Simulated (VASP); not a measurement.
Here is a VASP 6.6.1 calculation.

The input POSCAR:

```
CdTe
1.0
    0.0000000000      3.3762335116      3.1795597148
    3.3762335116      0.0000000000      3.1795597148
    3.3762335116      3.3762335116      0.0000000000
Cd Te
1 1
Direct
    0.0000000000      0.0000000000      0.0000000000
    0.7500000000      0.7500000000      0.7500000000
```

The input INCAR.step1:

```
SYSTEM = CdTe
PREC = Accurate ; ENCUT = 520
ISMEAR = 0 ; SIGMA = 0.05
LREAL = .FALSE. ; LASPH = .TRUE.
NELM = 100 ; NBANDS = 16
GGA = PE ; ALGO = Normal
EDIFF = 1E-4 ; LWAVE = .TRUE.
LCHARG = .FALSE.
```

File INCAR.step2:

```
SYSTEM = CdTe
PREC = Accurate ; ENCUT = 520
EDIFF = 1E-6 ; ISMEAR = 0
SIGMA = 0.05 ; LREAL = .FALSE.
LASPH = .TRUE. ; NELM = 100
ALGO = Normal ; ISIF = 2
LWAVE = .FALSE. ; LCHARG = .FALSE.
METAGGA = R2SCAN ; LMIXTAU = .TRUE.
NBANDS = 16 ; ISTART = 1
```

KPOINTS

```
Automatic mesh
0
G
  8 8 8
  0 0 0
```

Potentials or basis: VASP PAW PBE potentials, release 64 (Cd, Te).

Run with:

```sh
$ cat potpaw_PBE.64/Cd/POTCAR potpaw_PBE.64/Te/POTCAR > POTCAR
$ cp INCAR.step1 INCAR
$ mpirun -np 1 vasp_std > vasp.out
$ cp INCAR.step2 INCAR
$ mpirun -np 1 vasp_std > vasp.out
```

Task: Predict the band gap on the k mesh.

Result: 0.94 eV.

Task: What does it give for the pressure?

Result: -1.0 GPa.

Stress tensor (GPa, compression positive):
```
-1.32  0.00  0.00
 0.00 -1.32  0.00
 0.00  0.00 -0.37
```

Caveat: the cell differs from its parent crystal (strain +0.030 along x and y, -0.030 along z); the PAW data sets were made with another functional, which shifts forces and pressure a little; spin-orbit coupling is left out, which moves the levels of the heavy elements.
